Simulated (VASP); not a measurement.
# H4C in VASP: a series of runs

The runs below take H4C through single point, relaxation of the atoms, with PBEsol.

Everything below comes from runs of VASP 6.6.1. Logs are shortened: lines on timing, memory, paths and dates and some standing lists are left out, and cuts for length are marked.

## Step 1: The cell of the first run

The cell holds a disordered packing, 40 atoms: a = 7.958 Å, b = 7.958 Å, c = 7.958 Å, α = 90.00°, β = 90.00°, γ = 90.00°.

## Step 2: Single point, PBEsol

INCAR reads:

```
PREC = Accurate ; ENCUT = 520
EDIFF = 1E-7 ; ISMEAR = -1
SIGMA = 0.05 ; LREAL = Auto
LASPH = T ; NELM = 60
ALGO = Normal ; ISIF = 2
LWAVE = F ; LCHARG = T
GGA = PS ; LELF = T
LVHAR = T ; NBANDS = 58
```

KPOINTS reads:

```
Automatic mesh
0
Gamma
  1 1 1
```

POSCAR reads:

```
H4C
1.0
    7.9581140000      0.0000000000      0.0000000000
    0.0000000000      7.9581140000      0.0000000000
    0.0000000000      0.0000000000      7.9581140000
C H
8 32
Direct
    0.2713708298      0.6919101687      0.2534771430
    0.3551218291      0.0412409272      0.9057422399
    0.9326204676      0.5295098814      0.9408133636
    0.6752479293     -0.0574884954      0.4505087512
    0.4148847327      0.4692443461      0.7193538570
    0.6455047012      0.4508982907      0.3449561039
    0.9020604631      0.9438919824      0.9740373159
    1.0229308100      0.2389385224      0.5410452778
    0.2752410936      0.5522916611      0.2261214152
    0.1392164023      0.7280996477      0.2913504381
    0.2784076730      0.7504290589      0.1286360060
    0.3444409065      0.7595392577      0.3455215645
    0.4442258555      0.1561048258      0.9087077667
    0.3901552554     -0.0264384250      1.0231569942
    0.4216576943     -0.0079164485      0.8009184086
    0.2196374669      0.0896820528      0.8826840128
    0.8206969641      0.5550812667      1.0238858101
    1.0030517281      0.4091170345      0.9486418516
    1.0287864688      0.6091267353      0.9971709377
    0.9041463844      0.5478182393      0.8098778178
    0.7900113017     -0.0450734935      0.5111889576
    0.6558212159     -0.2100246365      0.4562764494
    0.6867330626     -0.0567219821      0.3075226115
    0.5699465979      0.0039079611      0.5044034303
    0.4580607918      0.5524047532      0.8306113735
    0.4776005973      0.3481855123      0.7395722152
    0.4314715773      0.4997792190      0.5896120614
    0.3022826765      0.4293228270      0.7778224841
    0.5592782411      0.5474035682      0.3097593224
    0.6265680537      0.3403570243      0.2672115529
    0.6087623274      0.4375534203      0.4780278342
    0.7951381445      0.4646327007      0.3357579447
    0.8158465687      0.9074511876      0.8773058541
    0.8309632157      1.0618219342      0.9672140912
    1.0313498902      0.9473727066      0.9204693474
    0.8890548690      0.8540340086      1.0792758184
    1.1384355640      0.2515545769      0.6461706882
    1.0115964662      0.0950350799      0.5456694890
    1.0855461482      0.2890885956      0.4066918368
    0.8916057247      0.3014533343      0.5688785056
```

Potentials or basis: VASP PAW PBE potentials, release 64 (C, H).

Started as:

```
> cat potpaw_PBE.64/C/POTCAR potpaw_PBE.64/H/POTCAR > POTCAR
> mpirun -np 1 vasp_gam > vasp.out
```

OUTCAR:

```text
PREC = Accurate
   ENCUT = 520
   EDIFF = 1E-7
   ISMEAR = -1
   LREAL = Auto
   LASPH = T
   NELM = 60
   ISIF = 2
   GGA = PS

 ion  position               nearest neighbor table
   1  0.271  0.692  0.253-  12 1.08  11 1.10  10 1.13   9 1.13
   2  0.355  0.041  0.906-  15 1.06  14 1.11  13 1.16  16 1.16
   3  0.933  0.530  0.941-  20 1.08  19 1.09  18 1.11  17 1.13
   4  0.675  0.943  0.451-  21 1.04  24 1.06  23 1.14  22 1.22
   5  0.415  0.469  0.719-  28 1.06  27 1.07  26 1.10  25 1.16
   6  0.646  0.451  0.345-  29 1.07  30 1.09  31 1.10  32 1.20
   7  0.902  0.944  0.974-  33 1.07  34 1.10  36 1.11  35 1.11
   8  0.023  0.239  0.541-  38 1.15  40 1.18  39 1.25  37 1.25
   9  0.275  0.552  0.226-   1 1.13
  10  0.139  0.728  0.291-   1 1.13
  11  0.278  0.750  0.129-   1 1.10
  12  0.344  0.760  0.346-   1 1.08
  13  0.444  0.156  0.909-   2 1.16
  14  0.390  0.974  0.023-   2 1.11
[... 24 lines left out ...]
  39  0.086  0.289  0.407-   8 1.25
  40  0.892  0.301  0.569-   8 1.18

  LATTYP: Found a simple cubic cell.
 ALAT       =     7.9581140000

  Lattice vectors:

 A1 = (   7.9581140000,   0.0000000000,   0.0000000000)
 A2 = (   0.0000000000,   7.9581140000,   0.0000000000)
 A3 = (   0.0000000000,   0.0000000000,   7.9581140000)

Analysis of symmetry for initial positions (statically):
=====================================================================
 Subroutine PRICEL returns:
 Original cell was already a primitive cell.

 Routine SETGRP: Setting up the symmetry group for a
 simple cubic supercell.

 Subroutine GETGRP returns: Found  1 space group operations
 (whereof  1 operations were pure point group operations)
 out of a pool of 48 trial point group operations.

The static configuration has the point symmetry C_1 .

Analysis of symmetry for dynamics (positions and initial velocities):
=====================================================================
 Subroutine PRICEL returns:
 Original cell was already a primitive cell.

 Routine SETGRP: Setting up the symmetry group for a
 simple cubic supercell.

 Subroutine GETGRP returns: Found  1 space group operations
 (whereof  1 operations were pure point group operations)
 out of a pool of 48 trial point group operations.

The dynamic configuration has the point symmetry C_1 .

 Subroutine INISYM returns: Found  1 space group operations
 (whereof  1 operations are pure point group operations),
 and found     1 'primitive' translations

----------------------------------------------------------------------------------------
[... 151 lines left out ...]
   ISIF   =      2    stress and relaxation
   ISYM   =      2    0-nonsym 1-usesym 2-fastsym
   POTIM  = 0.5000    time-step for ionic-motion
   TEBEG  =    0.0;   TEEND  =   0.0 temperature during run
   PSTRESS=    0.0 pullay stress
   NELECT =      64.0000    total number of electrons
   NUPDOWN=      -1.0000    fix difference up-down
   EMIN   =  10.00;   EMAX   =-10.00  energy-range for DOS
   EFERMI =   0.00;   METHOD = LEGACY
   ISMEAR =    -1;   SIGMA  =   0.05  broadening in eV -4-tet -1-fermi 0-gaus
   EFERMI_NEDOS =   21; number of points for ismear=-14 and -15
   IALGO  =     38    algorithm
   IMIX   =      4    mixing-type and parameters
     AMIX     =   0.40;   BMIX     =  1.00
     AMIX_MAG =   1.60;   BMIX_MAG =  1.00
  volume/ion in A,a.u.               =      12.60        85.03
  Fermi-wavevector in a.u.,A,eV,Ry     =   0.822858  1.554975  9.212431  0.677095
  Thomas-Fermi vector in A             =   1.934266
   LORBIT       =      0    0 simple, 1 ext, 2 COOP (PROOUT), +10 PAW based schemes
   GGA     = PS    functional components
   LHFCALC =     F    Hartree Fock is set to
   AEXX    =    0.0000 exact exchange contribution
   IVDW    =     0    specifies the selected vdW correction
   LEPSILON=     F    determine dielectric tensor
   LRPA    =     F    only Hartree local field effects (RPA)
 non-spin polarized calculation
  energy-cutoff  :      520.00
  volume of cell :      504.00
 maximum number of plane-waves:      6759
 NGX is ok and might be reduce to    60
   NGX = 29   NGY = 29   NGZ = 29

 number of electron      64.0000004 magnetization

 Free energy of the ion-electron system (eV)
  ---------------------------------------------------
  ext. energy  EPLUGINS =         0.00000000
  ---------------------------------------------------
  free energy    TOTEN  =      -187.65563680 eV

  energy without entropy =     -187.65563680  energy(sigma->0) =     -187.65563680

 E-fermi :  -4.4498     XC(G=0):  -5.5343

 val. band max:       -5.6741992706   @ k =   0.0000   0.0000   0.0000
 cond. band min:       0.5285266254   @ k =   0.0000   0.0000   0.0000
 fundamental gap:      6.2027258960
 Fermi energy:        -4.4498208335

 k-point     1 :       0.0000    0.0000    0.0000
  band No.  band energies     occupation
      1     -15.2725      2.00000
      2     -15.0813      2.00000
      3     -14.9706      2.00000
      4     -14.9027      2.00000
      5     -14.8040      2.00000
      6     -14.6741      2.00000
[... 36 lines left out ...]
     43       3.6801      0.00000
     44       3.7982      0.00000
 [bands above 44 left out]

------------------------ aborting loop because EDIFF is reached ----------------------------------------

  FORCE on cell =-STRESS in cart. coord.  units (eV):
  Direction    XX          YY          ZZ          XY          YZ          ZX
  --------------------------------------------------------------------------------------
  -------------------------------------------------------------------------------------
  Total       -6.8819473     -1.6416011     -4.5252495      3.3350477      0.7958129      1.0580868
  in kB      -21.8771857     -5.2185247    -14.3854234     10.6018623      2.5298284      3.3635773
  external PRESSURE =     -13.8270446 kB  Pullay stress =       0.0000000 kB

 VOLUME and BASIS-vectors are now :
 -----------------------------------------------------------------------------
  energy-cutoff  :      520.00
  volume of cell :      504.00
      direct lattice vectors                 reciprocal lattice vectors
     7.958114000  0.000000000  0.000000000     0.125657913  0.000000000  0.000000000
     0.000000000  7.958114000  0.000000000     0.000000000  0.125657913  0.000000000
     0.000000000  0.000000000  7.958114000     0.000000000  0.000000000  0.125657913

 POSITION                                       TOTAL-FORCE (eV/Angst)
 -----------------------------------------------------------------------------------
      2.15960      5.50630      2.01720        -2.423592     -0.189944     -1.042447
      2.82610      0.32820      7.20800         0.656380      2.811732      0.804921
      7.42190      4.21390      7.48710         0.377504     -0.413935      1.382223
      5.37370      7.50061      3.58520        -0.964270     -4.930242     -2.882323
      3.30170      3.73430      5.72470         1.558993     -0.366575      3.216379
      5.13700      3.58830      2.74520         2.674761     -0.656971      0.650173
[... 32 lines left out ...]
      0.68079      2.30060      3.23650        -1.451589     -1.130573      2.629309
      7.09550      2.39900      4.52720         2.162519     -0.728704     -0.167054
 -----------------------------------------------------------------------------------
    total drift:                                0.004029      0.005629      0.004349

  FREE ENERGIE OF THE ION-ELECTRON SYSTEM (eV)
  ---------------------------------------------------
  free  energy   TOTEN  =      -187.6556368020 eV

  energy  without entropy=     -187.6556368019  energy(sigma->0) =     -187.65563680
```

It took 1.7 min on 1 thread of Intel Xeon 8259CL, shared host; peak memory 0.45 GiB.

What came out:

```
Free energy            : -187.6556 eV
Pressure               : -1.4 GPa
Largest force          : 5.792 eV/Å
Band gap on the k mesh : 6.20 eV
```

Forces on the atoms (eV/Å):
```
C   -2.424 -0.190 -1.042
C    0.656  2.812  0.805
C    0.378 -0.414  1.382
C   -0.964 -4.930 -2.882
C    1.559 -0.367  3.216
C    2.675 -0.657  0.650
C   -0.095  0.034 -0.718
C    2.110  0.009 -0.011
H    0.393  0.966  0.947
H    0.494 -0.599 -0.152
H    0.433  0.227 -0.032
H    1.014 -0.413  0.308
H   -1.240 -0.444  0.568
H   -0.779  0.053 -0.461
H   -0.233 -1.424 -1.291
H    1.767 -0.908  0.398
H    0.516 -0.958 -0.569
H   -1.064 -0.285  0.320
H    0.231  0.884 -0.577
H   -0.004  0.617 -0.584
H    1.874  0.792  0.938
H   -0.074  2.486  0.451
H   -0.073  0.936  1.215
H   -0.854  0.693  0.318
H    0.271 -0.262 -1.844
H    0.861 -0.070 -0.146
H   -0.633  0.853 -0.445
H   -2.261  0.028 -0.587
H    0.090  1.218 -1.041
H   -0.536 -0.518  0.109
H    0.542 -0.799 -0.161
H   -2.475  0.648  0.149
H   -0.189 -1.878 -1.242
H    0.854  0.957  1.654
H   -0.699  0.127  0.373
H   -0.076  0.792 -0.021
H   -2.562  0.499 -1.821
H   -0.194  1.345 -0.638
H   -1.452 -1.131  2.629
H    2.163 -0.729 -0.167
```

Caveat: the k points lie up to 0.79 Å⁻¹ apart; the PAW data sets were made with another functional, which shifts forces and pressure a little.

(Continued in part 2 of 3.)
